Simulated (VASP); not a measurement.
Here is a VASP 6.6.1 calculation.

The input INCAR:

```
PREC = Accurate
ENCUT = 520
EDIFF = 1E-6
ISMEAR = -1
SIGMA = 0.05
LREAL = F
LASPH = T
NELM = 150
ALGO = Normal
ISIF = 2
LWAVE = F
LCHARG = T
ISPIN = 2
MAGMOM = 1 1 1 1
LORBIT = 11
LMAXMIX = 4
GGA = PE
LELF = T
LVHAR = T
NBANDS = 38
```

The input KPOINTS:

```
Automatic mesh
0
Gamma
  12 12 4
```

POSCAR

```
Nb
1.0
    2.8614674451      0.0000000000      0.0000000000
   -1.4307337226      2.4781034996      0.0000000000
    0.0000000000      0.0000000000     10.5257380432
Nb
4
Direct
    0.0000000000      0.0000000000      0.0000000000
    0.0000000000      0.0000000000      0.5000000000
    0.3333333333      0.6666666667      0.2500000000
    0.6666666667      0.3333333333      0.7500000000
```

Potentials or basis: VASP PAW PBE potentials, release 64 (Nb_sv).

The run is started by

```console
$ cat potpaw_PBE.64/Nb_sv/POTCAR > POTCAR
$ mpirun -np 1 vasp_std > vasp.out
```

**Question.** Estimate the pressure.

**Answer.** -0.3 GPa.

**Question.** Estimate the band gap on the k mesh.

**Answer.** Zero (filled and empty bands overlap).

**Question.** Estimate the net moment.

**Answer.** 0.00 μB per cell.
